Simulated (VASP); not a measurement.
Wanted: the native input for a VASP 6.6.1 run.

* Task: single point
* Functional: PBEsol
* Potentials or basis: VASP PAW PBE potentials, release 64 (Al)
* Cutoff: 520 eV
* k mesh: 24 × 24 × 14
* Occupations: gaussian, width 0.15 eV
* Spin: no spin polarisation
* Dipole correction: no
* Further INCAR settings: ALGO = Fast; EDIFF = 1e-06; NBANDS = 10

The structure of Al lies in POSCAR:

```
Al
1.0
    2.6820180836      0.0000000000      0.0000000000
   -1.3410090418      2.3226957938      0.0000000000
    0.0000000000      0.0000000000      5.2366593527
Al
2
Direct
    0.6666666667      0.3333333333      0.7500000000
    0.3333333333      0.6666666667      0.2500000000
```

This isn't the form of Al at room conditions, which is fcc.

This cell differs from its parent crystal: ratio of the length along z to the lengths across it x 1.2, volume and fractional coordinates fixed.

One way to write it, as run:

INCAR

```
SYSTEM = Al
  PREC = Accurate
  ENCUT = 520
  EDIFF = 1E-6
  ISMEAR = 0
  SIGMA = 0.15
  LREAL = .FALSE.
  LASPH = .TRUE.
  NELM = 100
  ALGO = Fast
  ISIF = 2
  LWAVE = .FALSE.
  LCHARG = .TRUE.
  GGA = PS
  LELF = .TRUE.
  LVHAR = .TRUE.
  NBANDS = 10
```

KPOINTS

```
Automatic mesh
0
G
  24 24 14
  0 0 0
```

Potentials or basis: VASP PAW PBE potentials, release 64 (Al).

Run with:

```sh
$ cat potpaw_PBE.64/Al/POTCAR > POTCAR
$ mpirun -np 1 vasp_std > vasp.out
```

It gave:

The pressure is 3.4 GPa and the band gap on the k mesh is zero (bands 3 and 4 overlap by 5.51 eV).

Caveat: the stress differs along the axes, from -6 to 8 GPa; the PAW data sets were made with another functional, which shifts forces and pressure a little.

Wall time 2.9 min on 1 thread of Intel Xeon 8259CL, on a shared host, peak memory 0.24 GiB.
